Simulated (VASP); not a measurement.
Wanted: the native input for a VASP 6.6.1 run.

```
Task                   : single point
Functional             : PBE
Potentials or basis    : VASP PAW PBE potentials, release 64 (Sn_d, H)
Cutoff                 : 520 eV
k mesh                 : 18 × 18 × 8
Occupations            : gaussian, width 0.1 eV
Spin                   : no spin polarisation
Dipole correction      : no
Further INCAR settings : ALGO = Normal; EDIFF = 1e-06; NBANDS = 22
```

The structure of Sn2H lies in POSCAR:

```
Sn2H
1.0
    3.4590355081      0.0000000000      0.0000000000
   -1.7295177540      2.9956126226      0.0000000000
    0.0000000000      0.0000000000      5.6787847288
Sn H
2 1
Direct
    0.6666666667      0.3333333333      0.7458119126
    0.3333333333      0.6666666667      0.2541880874
    0.0000000000      0.0000000000      0.0000000000
```

The cell was generated, and may not be a known phase.

One way to write it, as run:

INCAR

```
PREC     = Accurate       # precision mode
ENCUT    = 520            # plane-wave cutoff, eV
EDIFF    = 1E-6           # SCF threshold, eV
ISMEAR   = 0              # smearing method
SIGMA    = 0.1            # smearing width, eV
LREAL    = False          # projectors in reciprocal space
LASPH    = True           # aspherical terms in the spheres
NELM     = 80             # most SCF steps
ALGO     = Normal         # electronic algorithm
ISIF     = 2              # what is computed and relaxed
LWAVE    = False          # write WAVECAR
LCHARG   = False          # write CHGCAR
GGA      = PE             # functional
NBANDS   = 22             # bands
```

KPOINTS

```
regular mesh
0
Gamma
  18 18 8
```

Potentials or basis: VASP PAW PBE potentials, release 64 (Sn_d, H).

Launch:

```bash
$ cat potpaw_PBE.64/Sn_d/POTCAR potpaw_PBE.64/H/POTCAR > POTCAR
$ mpirun -np 1 vasp_std > vasp.out
```

It gave:

The pressure is 0.0 GPa and the largest force is 0.011 eV/Å. The band gap on the k mesh is zero (an odd number of electrons rules out a gap without spin polarisation).

Caveat: spin-orbit coupling is left out, which moves the levels of the heavy elements.

Run time: 7 min on 1 thread of Intel Xeon 8259CL, with other jobs on the host, peak memory 0.39 GiB.
